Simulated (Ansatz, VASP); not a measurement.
**Al5As: VASP beside Ansatz**

```
CELL_PARAMETERS angstrom
0.00000 3.87031 3.87031
3.87031 0.00000 3.87031
3.87031 3.87031 0.00000
ATOMIC_POSITIONS crystal
Al 0.58229 0.58229 0.58229
Al 0.58229 0.58229 0.25314
Al 0.58229 0.25314 0.58229
Al 0.25314 0.58229 0.58229
Al 0.00000 0.00000 0.00000
As 0.75000 0.75000 0.75000
```

Alike in both runs: task single point; functional PBE; k mesh 4 × 4 × 4; occupations gaussian, width 0.1 eV; no spin polarisation.

|  | VASP | Ansatz |
| --- | --- | --- |
| version | VASP 6.6.1 | Ansatz 0.2.0 |
| potentials or method | VASP PAW PBE potentials, release 64 (Al, As), cutoff 520 eV | scalar-relativistic, plane waves, PAW |
| valence electrons in the cell | 20 | 30 |

|  | VASP | Ansatz | Ansatz less VASP |
| --- | --- | --- | --- |
| gap on the k mesh at the Fermi level (eV) | none | none | - |
| rms of the force components (eV/Å) | 14.685 | 14.741 | +0.0554 |

Atom by atom the forces differ by 0.055 eV/Å (rms over components). A gap of «none» marks a metal or a gap that the smearing closes. The functional is the same, so the differences come from potentials, cutoffs and numerics. VASP's potentials hold 20 valence electrons a cell and Ansatz's 30, so a difference there can come from the potentials and not from the codes.
